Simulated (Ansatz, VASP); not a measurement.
Two plane-wave programs on PbO2

The input INCAR:

```
PREC = Accurate ; ENCUT = 600
EDIFF = 1E-6 ; ISMEAR = 0
SIGMA = 0.02 ; LREAL = F
LASPH = T ; NELM = 80
ALGO = Normal ; ISIF = 3
LWAVE = F ; LCHARG = F
GGA = PE ; IBRION = 2
NSW = 80 ; EDIFFG = -0.01
```

The input KPOINTS:

```
regular mesh
0
Gamma
  12 12 6
```

Contents of POSCAR:

```
PbO2
1.0
    3.4092052734      0.0000000000      0.0000000000
   -1.7046026367      2.9524583735      0.0000000000
    0.0000000000      0.0000000000      5.4841308909
Pb O
1 2
Direct
    0.0000000000      0.0000000000      0.0000000000
    0.6666666667      0.3333333333      0.8056911249
    0.3333333333      0.6666666667      0.1943088751
```

Input for Ansatz:

```yaml
crystal:
  lattice:
    - [3.4092052734, 0.0, 0.0]
    - [-1.7046026367, 2.9524583735, 0.0]
    - [0.0, 0.0, 5.4841308909]
  atoms:
    - { symbol: Pb, position: [0.0, 0.0, 0.0] }
    - { symbol: O, position: [0.6666666667, 0.3333333333, 0.8056911249] }
    - { symbol: O, position: [0.3333333333, 0.6666666667, 0.1943088751] }
basis:
  ecutwfc: 420
kpoints:
  mp_grid: { grid: [12, 12, 6] }
hamiltonian:
  xc: pbe
scf:
  occupations: { method: gaussian, width: 0.02 }
output:
  forces: true
  stress: true
  eigenvalues: true
relax:
  adjacent_minimum: "off"
  f_tol: 0.01
  max_steps: 60
  cell: { stress_tol: 0.1 }
```

Alike in both runs: task relaxation of cell and atoms; functional PBE; k mesh 12 × 12 × 6; occupations gaussian, width 0.02 eV; no spin polarisation.

```csv
,VASP,Ansatz
version,VASP 6.6.1,Ansatz 0.2.0
potentials or method,"VASP PAW PBE potentials, release 64 (Pb_d, O), cutoff 600 eV","scalar-relativistic, plane waves, PAW"
valence electrons in the cell,26,26
```

```csv
,VASP,Ansatz,Ansatz less VASP
"gap on the k mesh at the Fermi level, each at its own relaxed structure (eV)",0.74,0.93,+0.185
relaxed volume (Å³/atom),17.17,18.30,+1.135
relaxed cell length with the largest relative difference (Å),5.093,5.435,+0.3428
```

One of these differences is far larger than is usual between the two programs; its cause wasn't traced.

Neither program's run includes spin-orbit coupling.
